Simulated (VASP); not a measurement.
# Al3Cu (P4/mmm) in VASP: notebook

The runs below take Al3Cu through single point, with PBEsol.

All numbers are computed with VASP 6.6.1; they aren't measurements. Logs are shortened: lines on timing, memory, paths and dates and some standing lists are left out, and cuts for length are marked.

## Step 1: The cell of the first run

Symmetry: P4/mmm, No. 123, tetragonal system. The conventional cell has a = 2.778 Å, b = 2.778 Å, c = 7.513 Å, α = 90.00°, β = 90.00°, γ = 90.00°. Al (site symmetry 4/mmm) has 16 Al at 2.78 to 3.93 Å and 2 Cu at 3.76 Å within 4.0 Å. Within 3.4 Å of Al (site symmetry 4mm) lie 4 Cu at 2.60 Å and 9 Al at 2.78 to 3.40 Å. Within 3.4 Å of Cu (site symmetry 4/mmm) lie 8 Al at 2.60 Å and 4 Cu at 2.78 Å.

## Step 2: Single point, PBEsol

Contents of INCAR:

```
SYSTEM = Al3Cu
ALGO = Fast
EDIFF = 1E-6
ENCUT = 520
GGA = PS
ISIF = 2
ISMEAR = -1
LASPH = .TRUE.
LCHARG = .TRUE.
LELF = .TRUE.
LREAL = .FALSE.
LVHAR = .TRUE.
LWAVE = .FALSE.
NBANDS = 18
NELM = 60
PREC = Accurate
SIGMA = 0.01
```

Contents of KPOINTS:

```
k-points
0
G
  16 16 6
  0 0 0
```

Contents of POSCAR:

```
Al3Cu
1.0
    2.7784054294      0.0000000000      0.0000000000
    0.0000000000      2.7784054294      0.0000000000
    0.0000000000      0.0000000000      7.5134034100
Al Cu
3 1
Direct
    0.0000000000      0.0000000000      0.5000000000
    0.5000000000      0.5000000000      0.2261155100
    0.5000000000      0.5000000000      0.7738844900
    0.0000000000      0.0000000000      0.0000000000
```

Potentials or basis: VASP PAW PBE potentials, release 64 (Al, Cu).

Run with:

```bash
$ cat potpaw_PBE.64/Al/POTCAR potpaw_PBE.64/Cu/POTCAR > POTCAR
$ mpirun -np 1 vasp_std > vasp.out
```

OUTCAR:

```text
SYSTEM = Al3Cu
   EDIFF = 1E-6
   ENCUT = 520
   GGA = PS
   ISIF = 2
   ISMEAR = -1
   LASPH = .TRUE.
   LREAL = .FALSE.
   NELM = 60
   PREC = Accurate

 ion  position               nearest neighbor table
   1  0.000  0.000  0.500-   2 2.85   3 2.85   2 2.85   3 2.85   2 2.85   3 2.85   2 2.85   3 2.85

   2  0.500  0.500  0.226-   4 2.60   4 2.60   4 2.60   4 2.60   1 2.85   1 2.85   1 2.85   1 2.85

   3  0.500  0.500  0.774-   4 2.60   4 2.60   4 2.60   4 2.60   1 2.85   1 2.85   1 2.85   1 2.85

   4  0.000  0.000  0.000-   2 2.60   3 2.60   2 2.60   3 2.60   2 2.60   3 2.60   2 2.60   3 2.60

  LATTYP: Found a simple tetragonal cell.
 ALAT       =     2.7784054294
 C/A-ratio  =     2.7042141980

  Lattice vectors:

 A1 = (   2.7784054294,   0.0000000000,   0.0000000000)
 A2 = (   0.0000000000,   2.7784054294,   0.0000000000)
 A3 = (   0.0000000000,   0.0000000000,   7.5134034100)

Analysis of symmetry for initial positions (statically):
=====================================================================
 Subroutine PRICEL returns:
 Original cell was already a primitive cell.

 Routine SETGRP: Setting up the symmetry group for a
 simple tetragonal supercell.

 Subroutine GETGRP returns: Found 16 space group operations
 (whereof 16 operations were pure point group operations)
 out of a pool of 16 trial point group operations.

The static configuration has the point symmetry D_4h.

Analysis of symmetry for dynamics (positions and initial velocities):
=====================================================================
 Subroutine PRICEL returns:
 Original cell was already a primitive cell.

 Routine SETGRP: Setting up the symmetry group for a
 simple tetragonal supercell.

 Subroutine GETGRP returns: Found 16 space group operations
 (whereof 16 operations were pure point group operations)
 out of a pool of 16 trial point group operations.

The dynamic configuration has the point symmetry D_4h.

 Subroutine INISYM returns: Found 16 space group operations
 (whereof 16 operations are pure point group operations),
 and found     1 'primitive' translations

----------------------------------------------------------------------------------------

                                     Primitive cell

  volume of cell :      58.0000

  direct lattice vectors                    reciprocal lattice vectors
[... 91 lines left out ...]
   EDIFF  = 0.1E-05   stopping-criterion for ELM
   LREAL  =      F    real-space projection
   EDIFFG = 0.1E-04   stopping-criterion for IOM
   NSW    =      0    number of steps for IOM
   IBRION =     -1    ionic relax: 0-MD 1-quasi-New 2-CG
   NFREE  =      0    steps in history (QN), initial steepest desc. (CG)
   ISIF   =      2    stress and relaxation
   ISYM   =      2    0-nonsym 1-usesym 2-fastsym
   POTIM  = 0.5000    time-step for ionic-motion
   TEBEG  =    0.0;   TEEND  =   0.0 temperature during run
   PSTRESS=    0.0 pullay stress
   NELECT =      20.0000    total number of electrons
   NUPDOWN=      -1.0000    fix difference up-down
   EMIN   =  10.00;   EMAX   =-10.00  energy-range for DOS
   EFERMI =   0.00;   METHOD = LEGACY
   ISMEAR =    -1;   SIGMA  =   0.01  broadening in eV -4-tet -1-fermi 0-gaus
   EFERMI_NEDOS =   21; number of points for ismear=-14 and -15
   IALGO  =     68    algorithm
   IMIX   =      4    mixing-type and parameters
     AMIX     =   0.40;   BMIX     =  1.00
     AMIX_MAG =   1.60;   BMIX_MAG =  1.00
  volume/ion in A,a.u.               =      14.50        97.85
  Fermi-wavevector in a.u.,A,eV,Ry     =   1.148001  2.169407 17.931197  1.317906
  Thomas-Fermi vector in A             =   2.284678
   LORBIT       =      0    0 simple, 1 ext, 2 COOP (PROOUT), +10 PAW based schemes
   GGA     = PS    functional components
   LHFCALC =     F    Hartree Fock is set to
   AEXX    =    0.0000 exact exchange contribution
   IVDW    =     0    specifies the selected vdW correction
   LEPSILON=     F    determine dielectric tensor
   LRPA    =     F    only Hartree local field effects (RPA)
 non-spin polarized calculation
 RMM-DIIS sequential band-by-band and
  energy-cutoff  :      520.00
  volume of cell :       58.00
 maximum number of plane-waves:      1580
 NGX is ok and might be reduce to    24
   NGX = 11   NGY = 11   NGZ = 27

 number of electron      20.0000014 magnetization

 Free energy of the ion-electron system (eV)
  ---------------------------------------------------
  ext. energy  EPLUGINS =         0.00000000
  ---------------------------------------------------
  free energy    TOTEN  =       -16.94230842 eV

  energy without entropy =      -16.94171717  energy(sigma->0) =      -16.94201279

 E-fermi :   8.5352     XC(G=0): -10.9992

 val. band max:        8.5251726103   @ k =   0.2500   0.1250   0.0000
 cond. band min:       8.5432670157   @ k =   0.3125   0.1875   0.3333
 fundamental gap:      0.0180944054
 Fermi energy:         8.5351892869

 k-point     1 :       0.0000    0.0000    0.0000
  band No.  band energies     occupation
      1      -2.7669      2.00000
      2      -0.3190      2.00000
      3       0.0364      2.00000
      4       4.0505      2.00000
      5       4.1404      2.00000
      6       4.9311      2.00000
[... 481 lines left out ...]
      5       4.1654      2.00000
      6       4.2482      2.00000
[... 10 lines left out ...]
     17      16.2090      0.00000
     18      18.1770      0.00000

 [... further k-points ...]

------------------------ aborting loop because EDIFF is reached ----------------------------------------

  FORCE on cell =-STRESS in cart. coord.  units (eV):
  Direction    XX          YY          ZZ          XY          YZ          ZX
  --------------------------------------------------------------------------------------
  -------------------------------------------------------------------------------------
  Total        0.2526707      0.2526707      0.6424862      0.0000000      0.0000000      0.0000000
  in kB        6.9797113      6.9797113     17.7478796      0.0000000      0.0000000      0.0000000
  external PRESSURE =      10.5691007 kB  Pullay stress =       0.0000000 kB

 VOLUME and BASIS-vectors are now :
 -----------------------------------------------------------------------------
  energy-cutoff  :      520.00
  volume of cell :       58.00
      direct lattice vectors                 reciprocal lattice vectors
     2.778405429  0.000000000  0.000000000     0.359918675  0.000000000  0.000000000
     0.000000000  2.778405429  0.000000000     0.000000000  0.359918675  0.000000000
     0.000000000  0.000000000  7.513403410     0.000000000  0.000000000  0.133095476

 POSITION                                       TOTAL-FORCE (eV/Angst)
 -----------------------------------------------------------------------------------
      0.00000      0.00000      3.75670         0.000000      0.000000      0.000000
      1.38920      1.38920      1.69890         0.000000     -0.000000     -0.215704
      1.38920      1.38920      5.81451         0.000000      0.000000      0.215704
      0.00000      0.00000      0.00000         0.000000      0.000000      0.000000
 -----------------------------------------------------------------------------------
    total drift:                               -0.000000      0.000000     -0.000000

  FREE ENERGIE OF THE ION-ELECTRON SYSTEM (eV)
  ---------------------------------------------------
  free  energy   TOTEN  =       -16.9423084188 eV

  energy  without entropy=      -16.9417171695  energy(sigma->0) =      -16.94201279
```

OSZICAR:

```text
N       E                     dE             d eps       ncg     rms          rms(c)
DAV:   1     0.728480942702E+02    0.72848E+02   -0.82817E+03  6514   0.115E+03
DAV:   2    -0.156144909175E+02   -0.88463E+02   -0.81753E+02  6640   0.214E+02
DAV:   3    -0.199669426372E+02   -0.43525E+01   -0.41858E+01  8872   0.525E+01
[... 11 lines left out ...]
RMM:  15    -0.169423025972E+02    0.12839E-03   -0.33234E-04  8269   0.256E-01    0.204E-02
RMM:  16    -0.169423111166E+02   -0.85195E-05   -0.70842E-05  8937   0.526E-02    0.247E-02
RMM:  17    -0.169423119321E+02   -0.81549E-06   -0.10420E-05  8504   0.270E-02    0.299E-02
RMM:  18    -0.169423086866E+02    0.32455E-05   -0.30784E-06  6946   0.183E-02    0.140E-02
RMM:  19    -0.169423084188E+02    0.26782E-06   -0.11545E-06  5201   0.890E-03
   1 F= -.16942308E+02 E0= -.16942013E+02  d E =-.591249E-03
```

stdout:

```text
POSCAR found type information on POSCAR AlCu
 POSCAR found :  2 types and       4 ions
 scaLAPACK will be used
 -----------------------------------------------------------------------------
|                                                                             |
|                                                                             |
|     You enforced a specific xc type in the INCAR file but a different       |
|     I HOPE YOU KNOW WHAT YOU ARE DOING!                                     |
|                                                                             |
 -----------------------------------------------------------------------------

 LDA part: xc-table for (Slater+PW92), standard interpolation
 POSCAR, INCAR and KPOINTS ok, starting setup
 FFT: planning ... GRIDC
 FFT: planning ... GRID_SOFT
 FFT: planning ... GRID
 WAVECAR not read
 entering main loop
```

Wall time 5.4 min (1 thread of Intel Xeon 8259CL, shared host); peak memory 0.31 GiB.

What came out:

- Free energy: -16.9423 eV
- Pressure: 1.1 GPa
- Largest force: 0.216 eV/Å
- Band gap on the k mesh: zero (bands 10 and 11 overlap by 6.30 eV)

Forces on the atoms (eV/Å):
```
Al   0.000  0.000  0.000
Al   0.000  0.000 -0.216
Al   0.000  0.000  0.216
Cu   0.000  0.000  0.000
```

Caveat: the PAW data sets were made with another functional, which shifts forces and pressure a little.

## Step 3: Single point, PBEsol

Contents of INCAR:

```
SYSTEM = Al3Cu
PREC = Accurate ; ENCUT = 520
EDIFF = 1E-6 ; ISMEAR = -1
SIGMA = 0.05 ; LREAL = .False.
LASPH = .True. ; NELM = 100
ALGO = Fast ; ISIF = 2
LWAVE = .False. ; LCHARG = .False.
GGA = PS ; NBANDS = 18
```

Contents of KPOINTS:

```
regular mesh
0
Gamma
  16 16 6
  0 0 0
```

POSCAR is that of step 2.

Potentials or basis: VASP PAW PBE potentials, release 64 (Al, Cu).

Run with:

```bash
$ cat potpaw_PBE.64/Al/POTCAR potpaw_PBE.64/Cu/POTCAR > POTCAR
$ mpirun -np 1 vasp_std > vasp.out
```

Wall time 5.6 min (1 thread of Intel Xeon 8259CL, shared host); peak memory 0.31 GiB.

The run converged. Its results:

```yaml
Free_energy: -16.9498 eV
Pressure: 1.4 GPa
Largest_force: 0.199 eV/Å
Band_gap_on_the_k_mesh: zero (bands 10 and 11 overlap by 6.30 eV)
```

Forces in eV/Å, atoms in the order of the input:
```
Al   0.000  0.000  0.000
Al   0.000  0.000 -0.199
Al   0.000  0.000  0.199
Cu   0.000  0.000  0.000
```

Stress tensor (GPa, compression positive):
```
1.09 0.00 0.00
0.00 1.09 0.00
0.00 0.00 1.92
```

Levels at points of the mesh, in eV from the Fermi level:
```
           k point  band 7  band 8  band 9  band 10  band 11  band 12  band 13  band 14
(0.00, 0.00, 0.00)   -3.60   -3.21   -1.71     0.70     6.25     6.55     6.55     7.90
(0.50, 0.00, 0.00)   -3.67   -3.65   -3.50    -2.38    -1.83     2.77     3.93     4.20
(0.50, 0.50, 0.00)   -2.60   -0.61   -0.46     0.18     0.18     0.45     0.45     0.67
(0.00, 0.00, 0.50)   -3.60   -3.49   -3.21     4.34     5.83     6.24     7.05     7.05
(0.50, 0.00, 0.50)   -3.67   -3.50   -2.61    -0.98    -0.91     0.11     0.87     8.85
(0.50, 0.50, 0.50)   -1.80   -1.78   -1.78    -0.66    -0.64     0.60     1.65     3.29
```

Caveat: the PAW data sets were made with another functional, which shifts forces and pressure a little.
